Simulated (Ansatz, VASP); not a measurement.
**Pt: VASP beside Ansatz**

INCAR

```
PREC = Accurate
ENCUT = 520
EDIFF = 1E-6
ISMEAR = -1
SIGMA = 0.05
LREAL = F
LASPH = T
NELM = 60
ALGO = Normal
ISIF = 2
LWAVE = F
LCHARG = T
LDIPOL = T
IDIPOL = 3
DIPOL = 0.5 0.5 0.500
GGA = CA
LELF = T
LVHAR = T
LVACPOTAV = T
NBANDS = 33
```

File KPOINTS:

```
Automatic mesh
0
Gamma
  17 17 1
```

Contents of POSCAR:

```
Pt
1.0
    2.7534029158      0.0000000000      0.0000000000
   -1.3767014579      2.3845168720      0.0000000000
    0.0000000000      0.0000000000     24.9926000000
Pt
5
Direct
    0.8333333333      0.1666666667      0.3206051011
    0.1666666667      0.8333333333      0.4110132440
    0.5000000000      0.5000000000      0.5000000003
    0.8333333333      0.1666666667      0.5889867576
    0.1666666667      0.8333333333      0.6793948970
```

Input for Ansatz:

```yaml
crystal:
  lattice:
    - [2.7534029158, 0.0, 0.0]
    - [-1.3767014579, 2.384516872, 0.0]
    - [0.0, 0.0, 24.9926]
  atoms:
    - { symbol: Pt, position: [0.8333333333, 0.1666666667, 0.3206051011] }
    - { symbol: Pt, position: [0.1666666667, 0.8333333333, 0.411013244] }
    - { symbol: Pt, position: [0.5, 0.5, 0.5000000003] }
    - { symbol: Pt, position: [0.8333333333, 0.1666666667, 0.5889867576] }
    - { symbol: Pt, position: [0.1666666667, 0.8333333333, 0.679394897] }
  periodic: [true, true, false]
kpoints:
  mp_grid: { grid: [17, 17, 1] }
scf:
  occupations: { method: fermi_dirac, width: 0.05 }
hamiltonian:
  xc: lda
  pseudopotentials: { kind: paw }
output:
  forces: true
  stress: true
  eigenvalues: true
```

Alike in both runs: task single point; functional LDA; k mesh 17 × 17 × 1; occupations fermi-dirac, width 0.05 eV; no spin polarisation.

```csv
,VASP,Ansatz
version,VASP 6.6.1,Ansatz 0.2.0
potentials or method,"VASP PAW LDA potentials, release 64 (Pt)","PAW with Ansatz's default frozen-core files, scalar-relativistic"
plane-wave cutoff (eV),520,420
valence electrons in the cell,50,90
```

```csv
,VASP,Ansatz,Ansatz less VASP
rms of the force components (eV/Å),0.012,0.002,-0.0100
```

LDA's correlation is that of Perdew and Zunger in VASP and of Perdew and Wang (1992) in Ansatz. Atom by atom the forces differ by 0.010 eV/Å (rms over components). VASP's potentials hold 50 valence electrons a cell and Ansatz's 90, so a difference there can come from the potentials and not from the codes. Ansatz's warnings: slab cell height set.

Neither program's run includes spin-orbit coupling.
